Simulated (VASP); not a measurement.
# Ti (Fm-3m) in VASP: a series of runs

The runs below take Ti through single point, relaxation of cell and atoms, with PBEsol.

Program: VASP 6.6.1. These are calculated values, not measurements. Logs are shortened: lines on timing, memory, paths and dates and some standing lists are left out, and cuts for length are marked.

**1. The cell of the first run**

It takes space group Fm-3m (No. 225, cubic). Conventional cell: a = 3.723 Å, b = 3.723 Å, c = 3.723 Å, α = 90.00°, β = 90.00°, γ = 90.00°. Ti (site symmetry m-3m) has 12 Ti at 2.63 Å within 3.5 Å.

This isn't the form of Ti at room conditions, which is hcp.

**2. Single point, PBEsol**

Contents of INCAR:

```
PREC = Accurate ; ENCUT = 500
EDIFF = 1E-6 ; ISMEAR = -1
SIGMA = 0.1 ; LREAL = False
LASPH = True ; NELM = 120
ALGO = Normal ; ISIF = 2
LWAVE = False ; LCHARG = False
GGA = PS ; NBANDS = 12
GGA_COMPAT = False
```

Contents of KPOINTS:

```
Automatic mesh
0
Gamma
  10 10 10
```

Contents of POSCAR:

```
Ti
1.0
    0.0000000000      1.8616336409      1.8616336409
    1.8616336409      0.0000000000      1.8616336409
    1.8616336409      1.8616336409      0.0000000000
Ti
1
Direct
    0.0000000000      0.0000000000      0.0000000000
```

Potentials or basis: VASP PAW PBE potentials, release 64 (Ti_sv).

The run is started by

```bash
> cat potpaw_PBE.64/Ti_sv/POTCAR > POTCAR
> mpirun -np 1 vasp_std > vasp.out
```

OUTCAR:

```text
PREC = Accurate
   ENCUT = 500
   EDIFF = 1E-6
   ISMEAR = -1
   LREAL = False
   LASPH = True
   NELM = 120
   ISIF = 2
   GGA = PS

 ion  position               nearest neighbor table
   1  0.000  0.000  0.000-

  LATTYP: Found a face centered cubic cell.
 ALAT       =     3.7232672818

  Lattice vectors:

 A1 = (   0.0000000000,   1.8616336409,   1.8616336409)
 A2 = (   1.8616336409,   0.0000000000,   1.8616336409)
 A3 = (   1.8616336409,   1.8616336409,   0.0000000000)

Analysis of symmetry for initial positions (statically):
=====================================================================
 Subroutine PRICEL returns:
 Original cell was already a primitive cell.

 Routine SETGRP: Setting up the symmetry group for a
 face centered cubic supercell.

 Subroutine GETGRP returns: Found 48 space group operations
 (whereof 48 operations were pure point group operations)
 out of a pool of 48 trial point group operations.

The static configuration has the point symmetry O_h .

Analysis of symmetry for dynamics (positions and initial velocities):
=====================================================================
 Subroutine PRICEL returns:
 Original cell was already a primitive cell.

 Routine SETGRP: Setting up the symmetry group for a
 face centered cubic supercell.

 Subroutine GETGRP returns: Found 48 space group operations
 (whereof 48 operations were pure point group operations)
 out of a pool of 48 trial point group operations.

The dynamic configuration has the point symmetry O_h .

 Subroutine INISYM returns: Found 48 space group operations
 (whereof 48 operations are pure point group operations),
 and found     1 'primitive' translations

----------------------------------------------------------------------------------------

                                     Primitive cell

  volume of cell :      12.9037

  direct lattice vectors                    reciprocal lattice vectors
     0.000000000  1.861633641  1.861633641    -0.268581309  0.268581309  0.268581309
     1.861633641  0.000000000  1.861633641     0.268581309 -0.268581309  0.268581309
     1.861633641  1.861633641  0.000000000     0.268581309  0.268581309 -0.268581309

  length of vectors
     2.632747543  2.632747543  2.632747543     0.465196473  0.465196473  0.465196473

[... 76 lines left out ...]
   ENCUT  =  500.0 eV  36.75 Ry    6.06 a.u.   4.80  4.80  4.80*2*pi/ulx,y,z
   NELM   =    120;   NELMIN=  2; NELMDL= -5     # of ELM steps
   EDIFF  = 0.1E-05   stopping-criterion for ELM
   LREAL  =      F    real-space projection
   EDIFFG = 0.1E-04   stopping-criterion for IOM
   NSW    =      0    number of steps for IOM
   IBRION =     -1    ionic relax: 0-MD 1-quasi-New 2-CG
   NFREE  =      0    steps in history (QN), initial steepest desc. (CG)
   ISIF   =      2    stress and relaxation
   ISYM   =      2    0-nonsym 1-usesym 2-fastsym
   POTIM  = 0.5000    time-step for ionic-motion
   TEBEG  =    0.0;   TEEND  =   0.0 temperature during run
   PSTRESS=    0.0 pullay stress
   NELECT =      12.0000    total number of electrons
   NUPDOWN=      -1.0000    fix difference up-down
   EMIN   =  10.00;   EMAX   =-10.00  energy-range for DOS
   EFERMI =   0.00;   METHOD = LEGACY
   ISMEAR =    -1;   SIGMA  =   0.10  broadening in eV -4-tet -1-fermi 0-gaus
   EFERMI_NEDOS =   21; number of points for ismear=-14 and -15
   IALGO  =     38    algorithm
   IMIX   =      4    mixing-type and parameters
     AMIX     =   0.40;   BMIX     =  1.00
     AMIX_MAG =   1.60;   BMIX_MAG =  1.00
  volume/ion in A,a.u.               =      12.90        87.08
  Fermi-wavevector in a.u.,A,eV,Ry     =   1.597954  3.019696 34.741906  2.553458
  Thomas-Fermi vector in A             =   2.695480
   LORBIT       =      0    0 simple, 1 ext, 2 COOP (PROOUT), +10 PAW based schemes
   GGA     = PS    functional components
   LHFCALC =     F    Hartree Fock is set to
   AEXX    =    0.0000 exact exchange contribution
   IVDW    =     0    specifies the selected vdW correction
   LEPSILON=     F    determine dielectric tensor
   LRPA    =     F    only Hartree local field effects (RPA)
 non-spin polarized calculation
  energy-cutoff  :      500.00
  volume of cell :       12.90
 maximum number of plane-waves:       342
   NGX =  9   NGY =  9   NGZ =  9

 number of electron      12.0000004 magnetization

 Free energy of the ion-electron system (eV)
  ---------------------------------------------------
  ext. energy  EPLUGINS =         0.00000000
  ---------------------------------------------------
  free energy    TOTEN  =        -7.87442976 eV

  energy without entropy =       -7.83508377  energy(sigma->0) =       -7.85475677

 E-fermi :  11.6493     XC(G=0): -13.1330

 val. band max:       11.6361013584   @ k =  -0.3000   0.1000   0.0000
 cond. band min:      11.6731074825   @ k =   0.4000   0.1000   0.0000
 fundamental gap:      0.0370061241
 Fermi energy:        11.6492799445

 k-point     1 :       0.0000    0.0000    0.0000
  band No.  band energies     occupation
      1     -44.4950      2.00000
      2     -19.8655      2.00000
      3     -19.8655      2.00000
      4     -19.8655      2.00000
      5       5.0193      2.00000
      6      12.6171      0.00013
      7      12.6171      0.00013
      8      12.6171      0.00013
      9      15.0404      0.00000
     10      15.0404      0.00000
     11      28.5583      0.00000
     12      34.5470      0.00000
[... 331 lines left out ...]
 k-point    24 :       0.4000    0.3000    0.0000
  band No.  band energies     occupation
      1     -44.0763      2.00000
      2     -21.1515      2.00000
      3     -20.3671      2.00000
      4     -20.3095      2.00000
      5       8.4437      2.00000
      6       9.6470      2.00000
      7      13.3288      0.00000
      8      15.2125      0.00000
      9      16.5329      0.00000
     10      16.5898      0.00000
     11      27.4537      0.00000
     12      28.8939      0.00000

 [... further k-points ...]
[... 5 lines left out ...]
  --------------------------------------------------------------------------------------
  -------------------------------------------------------------------------------------
  Total        3.5484971      3.5484971      3.5484971      0.0000000     -0.0000000      0.0000000
  in kB      440.5978619    440.5978619    440.5978619      0.0000000     -0.0000000      0.0000000
  external PRESSURE =     440.5978619 kB  Pullay stress =       0.0000000 kB

 VOLUME and BASIS-vectors are now :
 -----------------------------------------------------------------------------
  energy-cutoff  :      500.00
  volume of cell :       12.90
      direct lattice vectors                 reciprocal lattice vectors
     0.000000000  1.861633641  1.861633641    -0.268581309  0.268581309  0.268581309
     1.861633641  0.000000000  1.861633641     0.268581309 -0.268581309  0.268581309
     1.861633641  1.861633641  0.000000000     0.268581309  0.268581309 -0.268581309

 POSITION                                       TOTAL-FORCE (eV/Angst)
 -----------------------------------------------------------------------------------
      0.00000      0.00000      0.00000         0.000000      0.000000      0.000000
 -----------------------------------------------------------------------------------
    total drift:                                0.000000     -0.000000      0.000000

  FREE ENERGIE OF THE ION-ELECTRON SYSTEM (eV)
  ---------------------------------------------------
  free  energy   TOTEN  =        -7.8744297594 eV

  energy  without entropy=       -7.8350837724  energy(sigma->0) =       -7.85475677
```

OSZICAR:

```text
N       E                     dE             d eps       ncg     rms          rms(c)
DAV:   1     0.847592662076E+02    0.84759E+02   -0.63781E+03  1140   0.127E+03
DAV:   2    -0.478780988886E+01   -0.89547E+02   -0.86707E+02  1140   0.303E+02
DAV:   3    -0.839326384220E+01   -0.36055E+01   -0.35713E+01  1424   0.614E+01
DAV:   4    -0.847115331027E+01   -0.77889E-01   -0.77845E-01  1292   0.817E+00
DAV:   5    -0.847306256365E+01   -0.19093E-02   -0.19092E-02  1336   0.107E+00    0.125E+01
DAV:   6    -0.784264256927E+01    0.63042E+00   -0.12928E+00  1220   0.179E+01    0.427E+00
DAV:   7    -0.784875832728E+01   -0.61158E-02   -0.12722E-01  1416   0.477E+00    0.180E+00
DAV:   8    -0.787409009450E+01   -0.25332E-01   -0.67647E-02  1176   0.276E+00    0.125E-01
DAV:   9    -0.787427515636E+01   -0.18506E-03   -0.54167E-03  1324   0.692E-01    0.126E-01
DAV:  10    -0.787445793910E+01   -0.18278E-03   -0.54676E-04  1192   0.239E-01    0.295E-02
DAV:  11    -0.787443052447E+01    0.27415E-04   -0.36374E-05  1372   0.874E-02    0.827E-03
DAV:  12    -0.787442975938E+01    0.76509E-06   -0.10953E-06  1080   0.106E-02
   1 F= -.78744298E+01 E0= -.78547568E+01  d E =-.393460E-01
```

stdout:

```text
POSCAR found type information on POSCAR Ti
 POSCAR found :  1 types and       1 ions
 scaLAPACK will be used
 -----------------------------------------------------------------------------
|                                                                             |
|                                                                             |
|     You enforced a specific xc type in the INCAR file but a different       |
|     I HOPE YOU KNOW WHAT YOU ARE DOING!                                     |
|                                                                             |
 -----------------------------------------------------------------------------

 LDA part: xc-table for (Slater+PW92), standard interpolation
 POSCAR, INCAR and KPOINTS ok, starting setup
 FFT: planning ... GRIDC
 FFT: planning ... GRID_SOFT
 FFT: planning ... GRID
 WAVECAR not read
 entering main loop
```

Run time: 4.8 s. Hardware: 1 thread of Intel Xeon Platinum 8488C (Sapphire Rapids), shared host; peak memory 0.12 GiB.

Results:

```
Free energy            : -7.8744 eV
Pressure               : 44.1 GPa
Band gap on the k mesh : zero (bands 6 and 7 overlap by 1.37 eV)
```

Levels at points of the mesh, in eV from the Fermi level:
| k point | band 4 | band 5 | band 6 | band 7 | band 8 | band 9 |
| --- | --- | --- | --- | --- | --- | --- |
| (0.00, 0.00, 0.00) | -31.51 | -6.63 | 0.97 | 0.97 | 0.97 | 3.39 |
| (0.50, 0.00, 0.00) | -31.72 | -3.38 | 0.75 | 0.75 | 1.78 | 5.03 |
| (0.50, 0.50, 0.00) | -32.09 | -3.87 | -2.77 | 4.69 | 5.01 | 5.47 |

Caveat: the cell stands under pressure; the PAW data sets were made with another functional, which shifts forces and pressure a little.

**3. Single point, PBEsol**

This run uses another cell than the first one, of 13.80 Å³/atom.

Contents of INCAR:

```
SYSTEM = Ti
PREC     = Accurate       ! precision mode
ENCUT    = 500            ! plane-wave cutoff, eV
EDIFF    = 1E-6           ! SCF threshold, eV
ISMEAR   = -1             ! smearing method
SIGMA    = 0.1            ! smearing width, eV
LREAL    = .False.        ! projectors in reciprocal space
LASPH    = .True.         ! aspherical terms in the spheres
NELM     = 120            ! most SCF steps
ALGO     = Normal         ! electronic algorithm
ISIF     = 2              ! what is computed and relaxed
LWAVE    = .False.        ! write WAVECAR
LCHARG   = .False.        ! write CHGCAR
GGA      = PS             ! functional
NBANDS   = 12             ! bands
GGA_COMPAT= .False.
```

Contents of KPOINTS:

```
Automatic mesh
0
Gamma
  10 10 10
  0 0 0
```

Contents of POSCAR:

```
Ti
1.0
    0.0000000000      1.9039754821      1.9039754821
    1.9039754821      0.0000000000      1.9039754821
    1.9039754821      1.9039754821      0.0000000000
Ti
1
Direct
    0.0000000000      0.0000000000      0.0000000000
```

Potentials or basis: VASP PAW PBE potentials, release 64 (Ti_sv).

The run is started by

```bash
> cat potpaw_PBE.64/Ti_sv/POTCAR > POTCAR
> mpirun -np 1 vasp_std > vasp.out
```

Wall time 4.9 s (1 thread of Intel Xeon Platinum 8488C (Sapphire Rapids), shared host); peak memory 0.12 GiB.

The run converged. Its results:

| Quantity | Value |
| --- | --- |
| Free energy | -8.0796 eV |
| Pressure | 29.2 GPa |
| Band gap on the k mesh | zero (bands 6 and 7 overlap by 1.28 eV) |

Levels at points of the mesh, in eV from the Fermi level:
| k point | band 3 | band 4 | band 5 | band 6 | band 7 | band 8 | band 9 | band 10 |
| --- | --- | --- | --- | --- | --- | --- | --- | --- |
| (0.00, 0.00, 0.00) | -31.73 | -31.73 | -6.55 | 0.97 | 0.97 | 0.97 | 3.19 | 3.19 |
| (0.50, 0.00, 0.00) | -31.90 | -31.90 | -3.18 | 0.78 | 0.78 | 1.44 | 4.68 | 4.68 |
| (0.50, 0.50, 0.00) | -32.20 | -32.20 | -3.53 | -2.48 | 4.17 | 4.66 | 5.08 | 5.08 |

Caveat: the cell stands under pressure; the PAW data sets were made with another functional, which shifts forces and pressure a little.

**4. Single point, PBEsol**

This run uses another cell than the first one, of 14.99 Å³/atom.

Contents of INCAR:

```
PREC = Accurate
ENCUT = 500
EDIFF = 1E-6
ISMEAR = -1
SIGMA = 0.1
LREAL = F
LASPH = T
NELM = 120
ALGO = Normal
ISIF = 2
LWAVE = F
LCHARG = F
GGA = PS
NBANDS = 12
GGA_COMPAT = F
```

Contents of KPOINTS:

```
Automatic mesh
0
Gamma
  10 10 10
```

Contents of POSCAR:

```
Ti
1.0
    0.0000000000      1.9568008431      1.9568008431
    1.9568008431      0.0000000000      1.9568008431
    1.9568008431      1.9568008431      0.0000000000
Ti
1
Direct
    0.0000000000      0.0000000000      0.0000000000
```

The run is started by

```bash
> cat potpaw_PBE.64/Ti_sv/POTCAR > POTCAR
> mpirun -np 1 vasp_std > vasp.out
```

Run time: 4.8 s. Hardware: 1 thread of Intel Xeon Platinum 8488C (Sapphire Rapids), shared host; peak memory 0.13 GiB.

Results (log left out):

- Free energy: -8.2387 eV
- Pressure: 14.4 GPa
- Band gap on the k mesh: zero (bands 6 and 7 overlap by 1.24 eV)

Levels at points of the mesh, in eV from the Fermi level:
```
           k point  band 4  band 5  band 6  band 7  band 8  band 9
(0.00, 0.00, 0.00)  -31.99   -6.42    0.95    0.95    0.95    2.94
(0.50, 0.00, 0.00)  -32.12   -2.96    0.79    0.79    1.09    4.28
(0.50, 0.50, 0.00)  -32.36   -3.16   -2.17    3.62    4.26    4.63
```

Caveat: the cell stands under pressure; the PAW data sets were made with another functional, which shifts forces and pressure a little.

**5. Single point, PBEsol**

This run uses another cell than the first one, of 16.72 Å³/atom.

Changes to INCAR since step 4:

```diff
@@ -11,4 +11,6 @@
 LWAVE = F
-LCHARG = F
+LCHARG = T
 GGA = PS
+LELF = T
+LVHAR = T
 NBANDS = 12
```

KPOINTS is that of step 4.

Contents of POSCAR:

```
Ti
1.0
    0.0000000000      2.0293781815      2.0293781815
    2.0293781815      0.0000000000      2.0293781815
    2.0293781815      2.0293781815      0.0000000000
Ti
1
Direct
    0.0000000000      0.0000000000      0.0000000000
```

The run is started by

```bash
> cat potpaw_PBE.64/Ti_sv/POTCAR > POTCAR
> mpirun -np 1 vasp_std > vasp.out
```

Run time: 5.7 s. Hardware: 1 thread of Intel Xeon Platinum 8488C (Sapphire Rapids), shared host; peak memory 0.14 GiB.

It converged, with:

```
Free energy            : -8.3100 eV
Pressure               : -0.3 GPa
Band gap on the k mesh : zero (bands 6 and 7 overlap by 1.17 eV)
```

Levels at points of the mesh, in eV from the Fermi level:
```
           k point  band 4  band 5  band 6  band 7  band 8  band 9
(0.00, 0.00, 0.00)  -32.32   -6.19    0.90    0.90    0.90    2.61
(0.50, 0.00, 0.00)  -32.41   -2.69    0.74    0.77    0.77    3.76
(0.50, 0.50, 0.00)  -32.59   -2.72   -1.82    3.01    3.74    4.06
```

Caveat: the PAW data sets were made with another functional, which shifts forces and pressure a little.

**6. Relaxation of cell and atoms, PBEsol**

This run uses another cell than the first one, of 17.61 Å³/atom.

Contents of INCAR:

```
SYSTEM = Ti
PREC = Accurate
ENCUT = 500
EDIFF = 1E-7
ISMEAR = -1
SIGMA = 0.1
LREAL = .False.
LASPH = .True.
NELM = 120
ALGO = Normal
ISIF = 3
LWAVE = .False.
LCHARG = .False.
GGA = PS
IBRION = 2
NSW = 60
EDIFFG = -0.02
GGA_COMPAT = .False.
NELMIN = 4
```

Contents of KPOINTS:

```
Automatic mesh
0
Gamma
  10 10 10
  0 0 0
```

Contents of POSCAR:

```
Ti
1.0
    0.0000000000      2.0650000000      2.0650000000
    2.0650000000      0.0000000000      2.0650000000
    2.0650000000      2.0650000000      0.0000000000
Ti
1
Direct
    0.0000000000      0.0000000000      0.0000000000
```

Potentials or basis: VASP PAW PBE potentials, release 64 (Ti_sv).

The run is started by

```bash
> cat potpaw_PBE.64/Ti_sv/POTCAR > POTCAR
> mpirun -np 1 vasp_std > vasp.out
```

It took 16 s on 1 thread of Intel Xeon Platinum 8488C (Sapphire Rapids), shared host; peak memory 0.14 GiB.

The run converged. Its results:

```
Free energy                           : -8.3105 eV
Relaxed volume                        : 16.68 Å³/atom
Relaxed cell                          : a = 2.868 Å, b = 2.868 Å, c = 2.868 Å, α = 60.00°, β = 60.00°, γ = 60.00°
Space group after relaxing (to 0.1 Å) : Fm-3m (No. 225)
Energy gained by relaxing             : 17.2 meV/atom
Ionic steps                           : 3
Pressure after relaxing               : 0.0 GPa
Band gap on the k mesh                : zero (bands 6 and 7 overlap by 1.17 eV)
```

Step by step:
| step | energy change (eV) | largest force (eV/Å) | pressure (GPa) | volume (Å³) |
| --- | --- | --- | --- | --- |
| 1 | 0.0000 | 0.0000 | -5.64 | 17.61 |
| 2 | -0.0091 | 0.0000 | 4.42 | 16.08 |
| 3 | -0.0172 | 0.0000 | -0.02 | 16.68 |

Final structure:
```
Ti
1.0
     0.00000    2.02785    2.02785
     2.02785    0.00000    2.02785
     2.02785    2.02785    0.00000
Ti
1
Direct
  0.00000 0.00000 0.00000
```

Levels at points of the mesh, in eV from the Fermi level:
```tsv
k point	band 3	band 4	band 5	band 6	band 7	band 8	band 9	band 10
(0.00, 0.00, 0.00)	-32.31	-32.31	-6.20	0.90	0.90	0.90	2.62	2.62
(0.50, 0.00, 0.00)	-32.41	-32.41	-2.69	0.74	0.77	0.77	3.77	3.77
(0.50, 0.50, 0.00)	-32.58	-32.58	-2.73	-1.83	3.03	3.75	4.07	4.07
```

Caveat: the PAW data sets were made with another functional, which shifts forces and pressure a little.

**7. Overview**

```csv
task,cell,gap on the mesh (eV),pressure (GPa)
single point,"a = 2.633 Å, angles 60.0°, 1 atom",none,44.1
single point,"a = 2.693 Å, angles 60.0°, 1 atom",none,29.2
single point,"a = 2.767 Å, angles 60.0°, 1 atom",none,14.4
single point,"a = 2.870 Å, angles 60.0°, 1 atom",none,-0.3
relaxation of cell and atoms,"relaxed from a = 2.920 Å, angles 60.0°, 1 atom",none,0.0
```

Alike in all rows: level PBEsol; potentials or basis VASP PAW PBE potentials, release 64 (Ti_sv); no spin polarisation; k mesh 10 × 10 × 10; cutoff (eV) 500; smearing fermi-dirac 0.1 eV.

Caveats: the PAW data sets were made with another functional, which shifts forces and pressure a little; the cell stands under pressure (at least some runs).

Absolute energies hang on the potentials; compare differences alone.
